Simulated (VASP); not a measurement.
# Hf2H3 (R32) in VASP: single point with PBE

Aim: the single point of Hf2H3 with PBE.

All numbers are computed with VASP 6.6.1; they aren't measurements. Logs are shortened: lines on timing, memory, paths and dates and some standing lists are left out, and cuts for length are marked.

### 1 The cell of the first run

Symmetry: R32, No. 155, trigonal system. Conventional cell: a = 5.272 Å, b = 5.272 Å, c = 6.322 Å, α = 90.00°, β = 90.00°, γ = 120.00°. Within 2.7 Å of Hf (site symmetry 3) lie 6 H at 2.05 to 2.07 Å. H (site symmetry 2) has 4 Hf at 2.05 to 2.07 Å and 4 H at 2.21 to 2.39 Å within 2.7 Å.

### 2 Single point, PBE

POSCAR reads:

```
Hf2H3
1.0
    2.6358480802      1.5218075986      2.1072157643
   -2.6358480802      1.5218075986      2.1072157643
    0.0000000000     -3.0436151972      2.1072157643
Hf H
2 3
Direct
    0.2569217788      0.2569217788      0.2569217788
    0.7430782212      0.7430782212      0.7430782212
    0.5000000000      0.2381323779      0.7618676221
    0.7618676221      0.5000000000      0.2381323779
    0.2381323779      0.7618676221      0.5000000000
```

INCAR.step1 reads:

```
SYSTEM = Hf2H3
PREC = Accurate
ENCUT = 520
EDIFF = 1E-6
ISMEAR = 0
SIGMA = 0.1
LREAL = .FALSE.
LASPH = .TRUE.
NELM = 80
ALGO = Normal
ISIF = 2
LWAVE = .FALSE.
LCHARG = .TRUE.
LMAXMIX = 4
GGA = PE
NBANDS = 20
```

KPOINTS.step1 reads:

```
regular mesh
0
G
  12 12 12
  0 0 0
```

INCAR.step2 reads:

```
SYSTEM = Hf2H3
PREC = Accurate
ENCUT = 520
EDIFF = 1E-6
ISMEAR = -5
SIGMA = 0.1
LREAL = .FALSE.
LASPH = .TRUE.
NELM = 80
ALGO = Normal
ISIF = 2
LWAVE = .FALSE.
LCHARG = .FALSE.
LMAXMIX = 4
GGA = PE
LORBIT = 11
NEDOS = 1001
ICHARG = 11
```

KPOINTS.step2 reads:

```
regular mesh
0
G
  18 18 18
  0 0 0
```

Potentials or basis: VASP PAW PBE potentials, release 64 (Hf_pv, H).

Started as:

```console
cat potpaw_PBE.64/Hf_pv/POTCAR potpaw_PBE.64/H/POTCAR > POTCAR
cp INCAR.step1 INCAR
cp KPOINTS.step1 KPOINTS
mpirun -np 1 vasp_std > vasp.out
cp INCAR.step2 INCAR
cp KPOINTS.step2 KPOINTS
mpirun -np 1 vasp_std > vasp.out
```

OUTCAR:

```text
SYSTEM = Hf2H3
   PREC = Accurate
   ENCUT = 520
   EDIFF = 1E-6
   ISMEAR = -5
   LREAL = .FALSE.
   LASPH = .TRUE.
   NELM = 80
   ISIF = 2
   GGA = PE
   LORBIT = 11
   ICHARG = 11

 ion  position               nearest neighbor table
   1  0.257  0.257  0.257-   3 2.05   5 2.05   4 2.05   4 2.07   3 2.07   5 2.07   2 3.07   2 3.19
                             2 3.19   2 3.19   2 3.25   2 3.25   2 3.25   2 3.25
   2  0.743  0.743  0.743-   4 2.05   5 2.05   3 2.05   3 2.07   4 2.07   5 2.07   1 3.07   1 3.19
                             1 3.19   1 3.19   1 3.25   1 3.25   1 3.25   1 3.25
   3  0.500  0.238  0.762-   1 2.05   2 2.05   2 2.07   1 2.07
   4  0.762  0.500  0.238-   2 2.05   1 2.05   1 2.07   2 2.07
   5  0.238  0.762  0.500-   1 2.05   2 2.05   2 2.07   1 2.07

  LATTYP: Found a trigonal (rhomboedric) cell.
 ALAT       =     3.7018848910
 COS(alpha) =    -0.0139695805

  Lattice vectors:

 A1 = (   2.6358480802,   1.5218075986,   2.1072157643)
 A2 = (  -2.6358480802,   1.5218075986,   2.1072157643)
 A3 = (   0.0000000000,  -3.0436151972,   2.1072157643)

Analysis of symmetry for initial positions (statically):
=====================================================================
 Subroutine PRICEL returns:
 Original cell was already a primitive cell.

 Routine SETGRP: Setting up the symmetry group for a
 trigonal (rhombohedral) supercell.

 Subroutine GETGRP returns: Found  6 space group operations
 (whereof  6 operations were pure point group operations)
 out of a pool of 12 trial point group operations.

The static configuration has the point symmetry D_3 .

Analysis of symmetry for dynamics (positions and initial velocities):
=====================================================================
 Subroutine PRICEL returns:
 Original cell was already a primitive cell.

 Routine SETGRP: Setting up the symmetry group for a
 trigonal (rhombohedral) supercell.

 Subroutine GETGRP returns: Found  6 space group operations
 (whereof  6 operations were pure point group operations)
 out of a pool of 12 trial point group operations.

The dynamic configuration has the point symmetry D_3 .

 Subroutine INISYM returns: Found  6 space group operations
 (whereof  6 operations are pure point group operations),
 and found     1 'primitive' translations
[... 122 lines left out ...]
     AMIX     =   0.40;   BMIX     =  1.00
     AMIX_MAG =   1.60;   BMIX_MAG =  1.00
  volume/ion in A,a.u.               =      10.14        68.45
  Fermi-wavevector in a.u.,A,eV,Ry     =   1.257778  2.376856 21.524490  1.582005
  Thomas-Fermi vector in A             =   2.391420
   LORBIT       =     11    0 simple, 1 ext, 2 COOP (PROOUT), +10 PAW based schemes
   GGA     = PE    functional components
   LHFCALC =     F    Hartree Fock is set to
   AEXX    =    0.0000 exact exchange contribution
   IVDW    =     0    specifies the selected vdW correction
   LEPSILON=     F    determine dielectric tensor
   LRPA    =     F    only Hartree local field effects (RPA)
 non-spin polarized calculation
 Fermi weights with tetrahedron method with Bloechl corrections
  energy-cutoff  :      520.00
  volume of cell :       50.72
 maximum number of plane-waves:      1388

 number of electron      23.0000004 magnetization

 Free energy of the ion-electron system (eV)
  ---------------------------------------------------
  ext. energy  EPLUGINS =         0.00000000
  ---------------------------------------------------
  free energy    TOTEN  =       -31.59262072 eV

  energy without entropy =      -31.59262072  energy(sigma->0) =      -31.59262072

 E-fermi :   4.7828     XC(G=0): -11.3977

 val. band max:        4.8079565935   @ k =   0.5000   0.1667   0.0000
 cond. band min:       4.7866187021   @ k =  -0.1667  -0.3333   0.1111
 fundamental gap:     -0.0213378914
 Fermi energy:         4.7828134127

 k-point     1 :       0.0000    0.0000    0.0000
  band No.  band energies     occupation
      1     -25.9711      2.00000
      2     -25.9048      2.00000
      3     -25.9048      2.00000
      4     -25.5115      2.00000
      5     -25.5115      2.00000
      6     -25.4914      2.00000
      7      -5.4714      2.00000
      8      -1.1768      2.00000
      9      -1.1768      2.00000
     10       5.4137      0.00000
     11       5.6478      0.00000
     12       5.6478      0.00000
     13       6.7750      0.00000
     14       6.7750      0.00000
[... 401 lines left out ...]
      2     -25.8694      2.00000
      3     -25.8418      2.00000
      4     -25.6270      2.00000
      5     -25.5531      2.00000
      6     -25.5297      2.00000
      7      -4.7649      2.00000
      8      -1.2899      2.00000
      9      -0.6706      2.00000
     10       4.6212      1.88786
     11       5.2024      0.00000
     12       5.6814      0.00000
     13       6.0391      0.00000
     14       6.6101      0.00000
     15       7.0799      0.00000

 [... further k-points ...]

------------------------ aborting loop because EDIFF is reached ----------------------------------------

  FORCE on cell =-STRESS in cart. coord.  units (eV):
  Direction    XX          YY          ZZ          XY          YZ          ZX
  --------------------------------------------------------------------------------------
  -------------------------------------------------------------------------------------
  Total       -0.2067958     -0.2067958     -0.2689066      0.0000000      0.0000000      0.0000000
  in kB       -6.5329881     -6.5329881     -8.4951617      0.0000000      0.0000000      0.0000000
  external PRESSURE =      -7.1870459 kB  Pullay stress =       0.0000000 kB

 VOLUME and BASIS-vectors are now :
 -----------------------------------------------------------------------------
  energy-cutoff  :      520.00
  volume of cell :       50.72
      direct lattice vectors                 reciprocal lattice vectors
     2.635848080  1.521807599  2.107215764     0.189692268  0.109518882  0.158186617
    -2.635848080  1.521807599  2.107215764    -0.189692268  0.109518882  0.158186617
     0.000000000 -3.043615197  2.107215764     0.000000000 -0.219037764  0.158186617

 POSITION                                       TOTAL-FORCE (eV/Angst)
 -----------------------------------------------------------------------------------
      0.00000      0.00000      1.62417         0.000000     -0.000000      0.015358
      0.00000      0.00000      4.69748         0.000000      0.000000     -0.015358
      0.69024     -1.19554      3.16082        -0.002959      0.005125     -0.000000
      0.69024      1.19554      3.16082        -0.002959     -0.005125     -0.000000
     -1.38049      0.00000      3.16082         0.005917     -0.000000      0.000000
 -----------------------------------------------------------------------------------
    total drift:                               -0.000000     -0.000000      0.000000

  FREE ENERGIE OF THE ION-ELECTRON SYSTEM (eV)
  ---------------------------------------------------
  free  energy   TOTEN  =       -31.5926207226 eV

  energy  without entropy=      -31.5926207226  energy(sigma->0) =      -31.59262072

 total charge

# of ion       s       p       d       tot
------------------------------------------
    1        0.295   6.428   1.670   8.394
    2        0.295   6.428   1.670   8.394
    3        0.562   0.019   0.000   0.581
    4        0.562   0.019   0.000   0.581
    5        0.562   0.019   0.000   0.581
--------------------------------------------------
tot          2.276  12.914   3.341  18.530
```

OSZICAR.step1:

```text
N       E                     dE             d eps       ncg     rms          rms(c)
DAV:   1     0.608181014216E+02    0.60818E+02   -0.12276E+04  7584   0.106E+03
DAV:   2    -0.305409321557E+02   -0.91359E+02   -0.88705E+02  9084   0.261E+02
DAV:   3    -0.335682671251E+02   -0.30273E+01   -0.29973E+01 10028   0.329E+01
DAV:   4    -0.335900330873E+02   -0.21766E-01   -0.21747E-01  9336   0.315E+00
DAV:   5    -0.335902183344E+02   -0.18525E-03   -0.18524E-03  9324   0.271E-01    0.651E+01
DAV:   6    -0.319412138065E+02    0.16490E+01   -0.18982E+00  8680   0.743E+00    0.410E+01
DAV:   7    -0.316858533327E+02    0.25536E+00   -0.26321E+00  8840   0.854E+00    0.548E+00
DAV:   8    -0.315982754952E+02    0.87578E-01   -0.45276E-01  8272   0.370E+00    0.156E+00
DAV:   9    -0.315972546951E+02    0.10208E-02   -0.19118E-02  8652   0.863E-01    0.193E-01
DAV:  10    -0.315973119456E+02   -0.57251E-04   -0.52765E-04  9852   0.140E-01    0.264E-01
DAV:  11    -0.315973135730E+02   -0.16274E-05   -0.13324E-04  8816   0.646E-02    0.964E-02
DAV:  12    -0.315973057731E+02    0.78000E-05   -0.18427E-05  8552   0.260E-02    0.464E-03
DAV:  13    -0.315973059176E+02   -0.14447E-06   -0.12203E-06  6380   0.620E-03
   1 F= -.31597306E+02 E0= -.31592710E+02  d E =-.919276E-02
```

Wall time 2.8 min (1 thread of AMD EPYC 9R45 (Zen 5), shared host); peak memory 0.47 GiB.

Results:

| Item | Value |
| --- | --- |
| Valence electrons inside the program's atomic spheres | Hf 8.39; H 0.58 |

Levels at points of the mesh, in eV from the Fermi level:
| k point | band 9 | band 10 | band 11 | band 12 | band 13 | band 14 | band 15 |
| --- | --- | --- | --- | --- | --- | --- | --- |
| (0.00, 0.00, 0.00) | -5.96 | 0.63 | 0.86 | 0.86 | 1.99 | 1.99 | 3.86 |
| (0.50, 0.00, 0.00) | -4.75 | -1.29 | 0.40 | 0.67 | 0.76 | 0.82 | 2.60 |
| (0.50, 0.50, 0.00) | -5.38 | -1.76 | -1.08 | -0.31 | 2.53 | 3.02 | 3.52 |
| (0.50, 0.50, 0.50) | -5.30 | -1.16 | -1.16 | -1.09 | 3.30 | 3.46 | 4.12 |

Caveat: spin-orbit coupling is left out, which moves the levels of the heavy elements.
